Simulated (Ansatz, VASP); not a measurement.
**One calculation of ScSi2, two programs**

```
CELL_PARAMETERS angstrom
3.70816 0.00000 0.00000
-1.85408 3.21136 0.00000
0.00000 0.00000 3.92093
ATOMIC_POSITIONS crystal
Sc 0.00000 0.00000 0.00000
Si 0.33333 0.66667 0.50000
Si 0.66667 0.33333 0.50000
```

Change from the starting cell: volume scaled by 1.04, PAW files.

Alike in both runs: task electric field gradients; functional PBEsol; k mesh 13 × 13 × 11; occupations fermi-dirac, width 0.05 eV; no spin polarisation.

```csv
,VASP,Ansatz
version,VASP 6.6.1,Ansatz 0.2.0
potentials or method,"VASP PAW PBE potentials, release 64 (Sc_sv, Si)","PAW with Ansatz's default frozen-core files, scalar-relativistic"
plane-wave cutoff (eV),520,420
valence electrons in the cell,19,19
```

Ansatz gave:

```
pressure (GPa)                                                : 14.9
traceless stress, the component that is largest in VASP (GPa) : -20.86
size of Vzz on the site where it differs most (V/Å²)          : 9.7
```

**Question.** Estimate VASP's values.

**Answer.** Pressure (GPa): 15.1; traceless stress, the component that is largest in VASP (GPa): -20.88; size of Vzz on the site where it differs most (V/Å²): 14.0.

VASP's potentials were made for PBE, not for PBEsol.
